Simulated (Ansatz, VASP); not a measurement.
**Two plane-wave programs on Al**

```
Al
1.0
     0.00000   -3.23502    0.00000
    -3.23502    0.00000    0.00000
     0.00000    0.00000   -3.23502
Al
2
Direct
  0.50000 0.50000 0.50000
  0.00000 0.00000 0.00000
```

Alike in both runs: task single point; functional r2SCAN; k mesh 10 × 10 × 10; occupations gaussian, width 0.15 eV; no spin polarisation.

```csv
,VASP,Ansatz
version,VASP 6.6.1,Ansatz 0.2.0
potentials or method,"VASP PAW PBE potentials, release 64 (Al)","scalar-relativistic, plane waves, PAW"
plane-wave cutoff (eV),550,500
valence electrons in the cell,6,6
```

Ansatz gave:

| Property | Result |
| --- | --- |
| gap on the k mesh at the Fermi level (eV) | none |
| pressure (GPa) | -3.0 |

Question: Which values does VASP return?

Answer: gap on the k mesh at the Fermi level (eV): none; pressure (GPa): -3.3.

VASP's potentials were made for PBE, not for r2SCAN. A gap of «none» marks a metal or a gap that the smearing closes. With one functional, cell and mesh, what is left measures potentials, basis and numerics.
